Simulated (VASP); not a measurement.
System: P, a slab with vacuum.

```
CELL_PARAMETERS angstrom
4.62750 0.00000 0.00000
0.00000 3.29186 0.00000
0.00000 0.00000 27.81958
ATOMIC_POSITIONS crystal
P 0.09124 0.00000 0.37893
P 0.40876 0.50000 0.37893
P 0.59124 0.50000 0.30404
P 0.90876 0.00000 0.30404
```

Base run:

- Program: VASP 6.6.1
- Functional: r2SCAN
- Potentials or basis: VASP PAW PBE potentials, release 64 (P)
- Cutoff: 520 eV
- k mesh: 6 × 8 × 1
- Occupations: gaussian, width 0.01 eV
- Spin: no spin polarisation

Its results: band gap on the k mesh 1.12 eV; largest force 0.098 eV/Å.

Problem. The run is repeated on the same cell with these changes: functional from r2SCAN to PBE. What comes out?

Solution. Band gap on the k mesh 0.93 eV; largest force 0.210 eV/Å.

Caveats: the PAW data sets were made with another functional, which shifts forces and pressure a little (at least some runs).

A k mesh can miss the band edges.
